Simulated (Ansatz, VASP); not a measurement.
**SrTiO3: VASP beside Ansatz**

The input INCAR:

```
ALGO = Normal ; EDIFF = 1E-6
ENCUT = 520 ; GGA = PS
ISIF = 2 ; ISMEAR = -1
LASPH = T ; LCHARG = F
LREAL = F ; LWAVE = F
NBANDS = 28 ; NELM = 80
PREC = Accurate ; SIGMA = 0.05
```

File KPOINTS:

```
k-points
0
Gamma
  7 7 7
```

Contents of POSCAR:

```
SrTiO3
1.0
    3.8252837545      0.0000000000      0.0000000000
    0.0000000000      3.8252837545      0.0000000000
    0.0000000000      0.0000000000      3.8252837545
Sr Ti O
1 1 3
Direct
    0.0000000000      0.0000000000      0.0000000000
    0.5000000000      0.5000000000      0.5000000000
    0.0000000000      0.5000000000      0.5000000000
    0.5000000000      0.0000000000      0.5000000000
    0.5000000000      0.5000000000      0.0000000000
```

Input for Ansatz:

```yaml
crystal:
  lattice:
    - [3.8252837545, 0.0, 0.0]
    - [0.0, 3.8252837545, 0.0]
    - [0.0, 0.0, 3.8252837545]
  atoms:
    - { symbol: Sr, position: [0.0, 0.0, 0.0] }
    - { symbol: Ti, position: [0.5, 0.5, 0.5] }
    - { symbol: O, position: [0.0, 0.5, 0.5] }
    - { symbol: O, position: [0.5, 0.0, 0.5] }
    - { symbol: O, position: [0.5, 0.5, 0.0] }
kpoints:
  mp_grid: { grid: [7, 7, 7] }
  band_path:
    path:
      - [0.0, 0.0, 0.0]
      - [0.0, 0.5, 0.0]
      - [0.5, 0.5, 0.0]
      - [0.0, 0.0, 0.0]
      - [0.5, 0.5, 0.5]
      - [0.0, 0.5, 0.0]
      - [0.5, 0.5, 0.5]
      - [0.5, 0.5, 0.0]
    npoints: 5
scf:
  occupations: { method: fermi_dirac, width: 0.05 }
hamiltonian:
  xc: pbesol
  pseudopotentials: { kind: all_electron, lapw: { basis_error: 0.001 } }
output:
  forces: true
  stress: true
  eigenvalues: true
```

Change from the starting cell: volume scaled by 0.94.

Alike in both runs: task single point; functional PBEsol; k mesh 7 × 7 × 7; occupations fermi-dirac, width 0.05 eV; no spin polarisation.

|  | VASP | Ansatz |
| --- | --- | --- |
| version | VASP 6.6.1 | Ansatz 0.2.0 |
| potentials or method | VASP PAW PBE potentials, release 64 (Sr_sv, Ti_sv, O), cutoff 520 eV | all-electron LAPW, scalar-relativistic |

|  | VASP | Ansatz | Ansatz less VASP |
| --- | --- | --- | --- |
| gap on the k mesh at the Fermi level (eV) | 1.98 | 2.01 | +0.030 |
| pressure (GPa) | 11.5 | 10.6 | -0.83 |

VASP's potentials were made for PBE, not for PBEsol. Ansatz ran all-electron here, and VASP with PAW potentials.
